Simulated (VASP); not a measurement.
# BiB (CsCl type) (Pm-3m) in VASP: notebook

Runs on BiB (CsCl type). Level: PBE. Tasks: relaxation of cell and atoms.

All numbers are computed with VASP 6.6.1; they aren't measurements. Logs are shortened: lines on timing, memory, paths and dates and some standing lists are left out, and cuts for length are marked.

### Step 1. The cell of the first run

Symmetry: Pm-3m, No. 221, cubic system. The conventional cell has a = 2.599 Å, b = 2.599 Å, c = 2.599 Å, α = 90.00°, β = 90.00°, γ = 90.00°. B (site symmetry m-3m) has 8 Bi at 2.25 Å and 6 B at 2.60 Å within 3.0 Å. Bi (site symmetry m-3m) has 8 B at 2.25 Å and 6 Bi at 2.60 Å within 3.0 Å.

### Step 2. Relaxation of cell and atoms, PBE, target pressure 290 GPa, at which the enthalpy is minimised

INCAR

```
  PREC = Accurate
  ENCUT = 600
  EDIFF = 1E-7
  ISMEAR = -1
  SIGMA = 0.1
  LREAL = F
  LASPH = T
  NELM = 80
  ALGO = Normal
  ISIF = 3
  LWAVE = F
  LCHARG = F
  GGA = PE
  IBRION = 2
  NSW = 60
  EDIFFG = -0.005
  PSTRESS = 2900.0
```

KPOINTS

```
Automatic mesh
0
Gamma
  16 16 16
```

POSCAR

```
BiB
1.0
    2.5988951988      0.0000000000      0.0000000000
    0.0000000000      2.5988951988      0.0000000000
    0.0000000000      0.0000000000      2.5988951988
B Bi
1 1
Direct
    0.0000000000      0.0000000000      0.0000000000
    0.5000000000      0.5000000000      0.5000000000
```

Potentials or basis: VASP PAW PBE potentials, release 64 (B, Bi_d).

On the command line:

```
> cat potpaw_PBE.64/B/POTCAR potpaw_PBE.64/Bi_d/POTCAR > POTCAR
> mpirun -np 1 vasp_std > vasp.out
```

OUTCAR:

```text
PREC = Accurate
   ENCUT = 600
   EDIFF = 1E-7
   ISMEAR = -1
   LREAL = F
   LASPH = T
   NELM = 80
   ISIF = 3
   GGA = PE
   IBRION = 2
   NSW = 60
   EDIFFG = -0.005
   PSTRESS = 2900.0

 ion  position               nearest neighbor table
   1  0.000  0.000  0.000-   2 2.25   2 2.25   2 2.25   2 2.25   2 2.25   2 2.25   2 2.25   2 2.25

   2  0.500  0.500  0.500-   1 2.25   1 2.25   1 2.25   1 2.25   1 2.25   1 2.25   1 2.25   1 2.25

  LATTYP: Found a simple cubic cell.
 ALAT       =     2.5988951988

  Lattice vectors:

 A1 = (   2.5988951988,   0.0000000000,   0.0000000000)
 A2 = (   0.0000000000,   2.5988951988,   0.0000000000)
 A3 = (   0.0000000000,   0.0000000000,   2.5988951988)

Analysis of symmetry for initial positions (statically):
=====================================================================
 Subroutine PRICEL returns:
 Original cell was already a primitive cell.

 Routine SETGRP: Setting up the symmetry group for a
 simple cubic supercell.

 Subroutine GETGRP returns: Found 48 space group operations
 (whereof 48 operations were pure point group operations)
 out of a pool of 48 trial point group operations.

The static configuration has the point symmetry O_h .

Analysis of symmetry for dynamics (positions and initial velocities):
=====================================================================
 Subroutine PRICEL returns:
 Original cell was already a primitive cell.

 Routine SETGRP: Setting up the symmetry group for a
 simple cubic supercell.

 Subroutine GETGRP returns: Found 48 space group operations
 (whereof 48 operations were pure point group operations)
 out of a pool of 48 trial point group operations.

The dynamic configuration has the point symmetry O_h .

 Subroutine INISYM returns: Found 48 space group operations
 (whereof 48 operations are pure point group operations),
 and found     1 'primitive' translations

----------------------------------------------------------------------------------------

                                     Primitive cell

  volume of cell :      17.5536

  direct lattice vectors                    reciprocal lattice vectors
     2.598895199  0.000000000  0.000000000     0.384778886  0.000000000  0.000000000
     0.000000000  2.598895199  0.000000000     0.000000000  0.384778886  0.000000000
     0.000000000  0.000000000  2.598895199     0.000000000  0.000000000  0.384778886

  length of vectors
     2.598895199  2.598895199  2.598895199     0.384778886  0.384778886  0.384778886

  position of ions in fractional coordinates (direct lattice)
     0.000000000  0.000000000  0.000000000
     0.500000000  0.500000000  0.500000000

  ion indices of the primitive-cell ions
   primitive index   ion index
                 1           1
                 2           2

----------------------------------------------------------------------------------------

 KPOINTS: Automatic mesh

Automatic generation of k-mesh.
 Grid dimensions read from file:
 generate k-points for:   16   16   16

 Generating k-lattice:

  Cartesian coordinates                     Fractional coordinates (reciprocal lattice)
     0.024048680  0.000000000  0.000000000     0.062500000  0.000000000  0.000000000
     0.000000000  0.024048680  0.000000000     0.000000000  0.062500000  0.000000000
     0.000000000  0.000000000  0.024048680     0.000000000  0.000000000  0.062500000

  Length of vectors
     0.024048680  0.024048680  0.024048680

  Shift w.r.t. Gamma in fractional coordinates (k-lattice)
     0.000000000  0.000000000  0.000000000

 Subroutine IBZKPT returns following result:
 ===========================================

 Found    165 irreducible k-points:

 Following reciprocal coordinates:
            Coordinates               Weight
  0.000000  0.000000  0.000000      1.000000
  0.062500  0.000000  0.000000      6.000000
  0.125000  0.000000  0.000000      6.000000
  0.187500  0.000000  0.000000      6.000000
  0.250000  0.000000  0.000000      6.000000
  0.312500  0.000000  0.000000      6.000000
[... 16 lines left out ...]
  0.437500  0.125000  0.000000     24.000000
  0.500000  0.125000  0.000000     12.000000
 [... further k-points ...]
   k-points           NKPTS =    165   k-points in BZ     NKDIM =    165   number of bands    NBANDS=     13
   number of dos      NEDOS =    301   number of ions     NIONS =      2
   total plane-waves  NPLWV =  13824
   dimension x,y,z NGX =    24 NGY =   24 NGZ =   24
   dimension x,y,z NGXF=    48 NGYF=   48 NGZF=   48
   ions per type =               1   1
   NGX,Y,Z   is equivalent  to a cutoff of  15.35, 15.35, 15.35 a.u.
   NGXF,Y,Z  is equivalent  to a cutoff of  30.70, 30.70, 30.70 a.u.
 SYSTEM =  unknown system
   PREC   = accura    normal or accurate (medium, high low for compatibility)
   ISTART =      0    job   : 0-new  1-cont  2-samecut
   ICHARG =      2    charge: 1-file 2-atom 10-const
   ISPIN  =      1    spin polarized calculation?
   LNONCOLLINEAR =      F non collinear calculations
   LSORBIT =      F    spin-orbit coupling
   LASPH  =      T    aspherical Exc in radial PAW
   ENCUT  =  600.0 eV  44.10 Ry    6.64 a.u.   5.19  5.19  5.19*2*pi/ulx,y,z
   NELM   =     80;   NELMIN=  2; NELMDL= -5     # of ELM steps
   EDIFF  = 0.1E-06   stopping-criterion for ELM
   LREAL  =      F    real-space projection
   EDIFFG = -.5E-02   stopping-criterion for IOM
   NSW    =     60    number of steps for IOM
   IBRION =      2    ionic relax: 0-MD 1-quasi-New 2-CG
   NFREE  =      1    steps in history (QN), initial steepest desc. (CG)
   ISIF   =      3    stress and relaxation
   ISYM   =      2    0-nonsym 1-usesym 2-fastsym
   POTIM  = 0.5000    time-step for ionic-motion
   TEBEG  =    0.0;   TEEND  =   0.0 temperature during run
   PSTRESS= 2900.0 pullay stress
   NELECT =      18.0000    total number of electrons
   NUPDOWN=      -1.0000    fix difference up-down
   EMIN   =  10.00;   EMAX   =-10.00  energy-range for DOS
   EFERMI =   0.00;   METHOD = LEGACY
   ISMEAR =    -1;   SIGMA  =   0.10  broadening in eV -4-tet -1-fermi 0-gaus
   EFERMI_NEDOS =   21; number of points for ismear=-14 and -15
   IALGO  =     38    algorithm
   IMIX   =      4    mixing-type and parameters
     AMIX     =   0.40;   BMIX     =  1.00
     AMIX_MAG =   1.60;   BMIX_MAG =  1.00
  volume/ion in A,a.u.               =       8.78        59.23
  Fermi-wavevector in a.u.,A,eV,Ry     =   1.650860  3.119673 37.080483  2.725339
  Thomas-Fermi vector in A             =   2.739738
   LORBIT       =      0    0 simple, 1 ext, 2 COOP (PROOUT), +10 PAW based schemes
   GGA     = PE    functional components
   LHFCALC =     F    Hartree Fock is set to
   AEXX    =    0.0000 exact exchange contribution
   IVDW    =     0    specifies the selected vdW correction
   LEPSILON=     F    determine dielectric tensor
   LRPA    =     F    only Hartree local field effects (RPA)
 conjugate gradient relaxation of ions
 non-spin polarized calculation
  energy-cutoff  :      600.00
  volume of cell :       17.55
 maximum number of plane-waves:       624
 NGX is ok and might be reduce to    24
   NGX = 11   NGY = 11   NGZ = 11

--------------------------------------- Ionic step        1  -------------------------------------------

 number of electron      18.0000002 magnetization

 Free energy of the ion-electron system (eV)
  ---------------------------------------------------
  ext. energy  EPLUGINS =         0.00000000
  ---------------------------------------------------
  free energy    TOTEN  =         2.48272065 eV

  energy without entropy =        2.50327621  energy(sigma->0) =        2.49299843

------------------------ aborting loop because EDIFF is reached ----------------------------------------

  FORCE on cell =-STRESS in cart. coord.  units (eV):
  Direction    XX          YY          ZZ          XY          YZ          ZX
  --------------------------------------------------------------------------------------
  -------------------------------------------------------------------------------------
  Total       34.5372297     34.5372297     34.5372297     -0.0000000      0.0000000     -0.0000000
  in kB     3152.3307673   3152.3307673   3152.3307673     -0.0000000      0.0000000     -0.0000000
  external PRESSURE =     252.3307673 kB  Pullay stress =    2900.0000000 kB

 VOLUME and BASIS-vectors are now :
 -----------------------------------------------------------------------------
  energy-cutoff  :      600.00
  volume of cell :       17.55
      direct lattice vectors                 reciprocal lattice vectors
     2.598895199  0.000000000  0.000000000     0.384778886  0.000000000  0.000000000
     0.000000000  2.598895199  0.000000000     0.000000000  0.384778886  0.000000000
     0.000000000  0.000000000  2.598895199     0.000000000  0.000000000  0.384778886
[... 84 lines left out ...]
  FREE ENERGIE OF THE ION-ELECTRON SYSTEM (eV)
  ---------------------------------------------------
  free  energy   TOTEN  =         1.6140921012 eV

  energy  without entropy=        1.6347760005  energy(sigma->0) =        1.62443405

  enthalpy is  TOTEN    =        34.2232144656 eV   P V=       32.6091223644

--------------------------------------- Ionic step        4  -------------------------------------------

 number of electron      17.9999998 magnetization

 Free energy of the ion-electron system (eV)
  ---------------------------------------------------
  ext. energy  EPLUGINS =         0.00000000
  ---------------------------------------------------
  free energy    TOTEN  =         1.68791884 eV

  energy without entropy =        1.70858945  energy(sigma->0) =        1.69825414

 E-fermi :  20.6686     XC(G=0): -14.8074

 val. band max:       20.6414744740   @ k =   0.4375   0.1250   0.0000
 cond. band min:      20.6856080163   @ k =   0.4375   0.1250   0.0625
 fundamental gap:      0.0441335423
 Fermi energy:        20.6685688681

 k-point     1 :       0.0000    0.0000    0.0000
  band No.  band energies     occupation
      1      -5.4915      2.00000
      2      -5.4915      2.00000
      3      -3.2668      2.00000
      4      -3.2668      2.00000
      5      -3.2668      2.00000
      6      -1.9936      2.00000
      7      18.1243      2.00000
      8      18.1243      2.00000
      9      18.1243      2.00000
     10      24.8338      0.00000
     11      28.1044      0.00000
     12      28.1044      0.00000
     13      38.3383      0.00000

 k-point     2 :       0.0625    0.0000    0.0000
  band No.  band energies     occupation
      1      -5.4853      2.00000
      2      -5.4396      2.00000
      3      -3.2963      2.00000
      4      -3.2963      2.00000
      5      -3.2643      2.00000
      6      -1.8974      2.00000
      7      17.5196      2.00000
      8      18.2503      2.00000
      9      18.2503      2.00000
     10      25.0687      0.00000
     11      28.0282      0.00000
[... 339 lines left out ...]
 k-point    24 :       0.5000    0.1250    0.0000
  band No.  band energies     occupation
      1      -5.1844      2.00000
      2      -4.1986      2.00000
      3      -4.1951      2.00000
      4      -3.9717      2.00000
      5      -3.2971      2.00000
      6       4.4903      2.00000
      7       6.1486      2.00000
      8      21.3181      0.00302
      9      22.7767      0.00000
     10      23.4600      0.00000
     11      26.8606      0.00000
     12      27.7855      0.00000
     13      29.0033      0.00000

 [... further k-points ...]
[... 5 lines left out ...]
  --------------------------------------------------------------------------------------
  -------------------------------------------------------------------------------------
  Total       32.5306553     32.5306553     32.5306553      0.0000000      0.0000000     -0.0000000
  in kB     2899.6144402   2899.6144402   2899.6144402      0.0000000      0.0000000     -0.0000000
  external PRESSURE =      -0.3855598 kB  Pullay stress =    2900.0000000 kB

 VOLUME and BASIS-vectors are now :
 -----------------------------------------------------------------------------
  energy-cutoff  :      600.00
  volume of cell :       17.97
      direct lattice vectors                 reciprocal lattice vectors
     2.619515947  0.000000000 -0.000000000     0.381749919  0.000000000 -0.000000000
    -0.000000000  2.619515947  0.000000000    -0.000000000  0.381749919 -0.000000000
     0.000000000  0.000000000  2.619515947     0.000000000 -0.000000000  0.381749919

 POSITION                                       TOTAL-FORCE (eV/Angst)
 -----------------------------------------------------------------------------------
      0.00000      0.00000      0.00000        -0.000000     -0.000000      0.000000
      1.30976      1.30976      1.30976         0.000000      0.000000      0.000000
 -----------------------------------------------------------------------------------
    total drift:                                0.000000     -0.000000     -0.000000

  FREE ENERGIE OF THE ION-ELECTRON SYSTEM (eV)
  ---------------------------------------------------
  free  energy   TOTEN  =         1.6879188435 eV

  energy  without entropy=        1.7085894457  energy(sigma->0) =        1.69825414

  enthalpy is  TOTEN    =        34.2228996817 eV   P V=       32.5349808382

 reached required accuracy - stopping structural energy minimisation
```

It took 43 s on 1 thread of Intel Xeon 6975P-C (Granite Rapids), shared host; peak memory 0.19 GiB.

Results:

```
Free energy                                            : 1.6879 eV
Relaxed volume                                         : 8.99 Å³/atom
Relaxed cell                                           : a = 2.620 Å, b = 2.620 Å, c = 2.620 Å, α = 90.00°, β = 90.00°, γ = 90.00°
Space group after relaxing (to 0.05 Å)                 : Pm-3m (No. 221)
Energy change on relaxing (the enthalpy is what falls) : -397.4 meV/atom
Ionic steps                                            : 4
Pressure after relaxing                                : 290.0 GPa
```

The path:
```
step  energy change (eV)  largest force (eV/Å)  pressure (GPa)  volume (Å³)
   1              0.0000                0.0000          315.23        17.55
   2             -5.2372                0.0000          153.17        21.30
   3             -0.8686                0.0000          287.63        18.02
   4             -0.7948                0.0000          289.96        17.97
```

Final structure:
```
B Bi
1.0
     2.61952    0.00000    0.00000
     0.00000    2.61952    0.00000
     0.00000    0.00000    2.61952
B Bi
1 1
Direct
  0.00000 0.00000 0.00000
  0.50000 0.50000 0.50000
```

Levels at points of the mesh, in eV from the Fermi level:
```tsv
k point	band 6	band 7	band 8	band 9	band 10	band 11	band 12	band 13
(0.00, 0.00, 0.00)	-22.66	-2.54	-2.54	-2.54	4.17	7.44	7.44	17.67
(0.50, 0.00, 0.00)	-16.46	-14.98	2.89	2.89	5.51	6.29	6.42	6.42
(0.50, 0.50, 0.00)	-11.08	-11.08	-10.06	-5.72	2.18	7.56	7.56	14.68
(0.50, 0.50, 0.50)	-4.64	-4.57	-4.57	-4.57	-3.67	-2.77	-2.77	-2.77
```

Caveat: the cell is relaxed towards a set pressure, so the enthalpy falls and the energy may rise; the bands computed are all filled at some k points, so no gap is given; spin-orbit coupling is left out, which moves the levels of the heavy elements.

### Step 3. Relaxation of cell and atoms, PBE, target pressure 290 GPa, at which the enthalpy is minimised

This run uses another cell than the first one, of 8.99 Å³/atom, 1.024 times its volume.

INCAR

```
PREC = Accurate ; ENCUT = 600
EDIFF = 1E-6 ; ISMEAR = -1
SIGMA = 0.1 ; LREAL = False
LASPH = True ; NELM = 100
ALGO = Normal ; ISIF = 3
LWAVE = False ; LCHARG = False
GGA = PE ; IBRION = 2
NSW = 32 ; EDIFFG = -0.005
PSTRESS = 2900.0
```

KPOINTS is that of step 2.

POSCAR

```
BiB
1.0
    2.6194026132      0.0000000000      0.0000000000
    0.0000000000      2.6194026132      0.0000000000
    0.0000000000      0.0000000000      2.6194026132
B Bi
1 1
Direct
    0.0000000000      0.0000000000      0.0000000000
    0.5000000000      0.5000000000      0.5000000000
```

Potentials or basis: VASP PAW PBE potentials, release 64 (B, Bi_d).

On the command line:

```
> cat potpaw_PBE.64/B/POTCAR potpaw_PBE.64/Bi_d/POTCAR > POTCAR
> mpirun -np 1 vasp_std > vasp.out
```

Wall time 25 s (1 thread of Intel Xeon 6975P-C (Granite Rapids), shared host); peak memory 0.18 GiB.

It converged, with:

| Quantity | Value |
| --- | --- |
| Free energy | 1.6901 eV |
| Energy change on relaxing (the enthalpy is what falls) | -0.8 meV/atom |
| Ionic steps | 4 |
| Pressure after relaxing | 290.0 GPa |

Step by step:
```csv
step,energy change (eV),largest force (eV/Å),pressure (GPa),volume (Å³)
1,0.0000,0.0000,290.13,17.97
2,-0.0330,0.0000,289.09,17.99
3,-0.0033,0.0000,289.88,17.97
4,-0.0017,0.0000,290.00,17.97
```

Final structure:
```
CELL_PARAMETERS angstrom
2.61945 0.00000 0.00000
0.00000 2.61945 0.00000
0.00000 0.00000 2.61945
ATOMIC_POSITIONS crystal
B 0.00000 0.00000 0.00000
Bi 0.50000 0.50000 0.50000
```

Levels at points of the mesh, in eV from the Fermi level:
| k point | band 7 | band 8 | band 9 | band 10 | band 11 | band 12 |
| --- | --- | --- | --- | --- | --- | --- |
| (0.00, 0.00, 0.00) | -2.54 | -2.54 | -2.54 | 4.17 | 7.44 | 7.44 |
| (0.50, 0.00, 0.00) | -14.98 | 2.89 | 2.89 | 5.51 | 6.29 | 6.42 |
| (0.50, 0.50, 0.00) | -11.08 | -10.06 | -5.72 | 2.18 | 7.56 | 7.56 |
| (0.50, 0.50, 0.50) | -4.57 | -4.57 | -4.57 | -3.67 | -2.77 | -2.77 |

Caveat: the cell is relaxed towards a set pressure, so the enthalpy falls and the energy may rise; the bands computed are all filled at some k points, so no gap is given; spin-orbit coupling is left out, which moves the levels of the heavy elements.
